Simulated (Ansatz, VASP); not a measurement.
## BP in VASP and in Ansatz

```
B P
1.0
     0.00000    2.61852    1.70204
     2.61852    0.00000    1.70204
     2.61852    2.61852    0.00000
B P
1 1
Cartesian
  0.0000 0.0000 0.0000
  3.9278 3.9278 2.5531
```

Alike in both runs: task single point; functional r2SCAN; k mesh 12 × 12 × 12; occupations gaussian, width 0.05 eV; no spin polarisation.

```csv
,VASP,Ansatz
version,VASP 6.6.1,Ansatz 0.2.0
potentials or method,"VASP PAW PBE potentials, release 64 (B, P), cutoff 520 eV","scalar-relativistic, plane waves, PAW"
valence electrons in the cell,8,8
```

Ansatz gave:

| Quantity | Value |
| --- | --- |
| gap on the k mesh at the Fermi level (eV) | none |
| pressure (GPa) | -6.4 |
| traceless stress, the component that is largest in VASP (GPa) | 31.04 |

What did VASP give for the same quantities?

gap on the k mesh at the Fermi level (eV): none; pressure (GPa): -6.8; traceless stress, the component that is largest in VASP (GPa): 31.32.

VASP's potentials were made for PBE, not for r2SCAN. A gap of «none» marks a metal or a gap that the smearing closes.
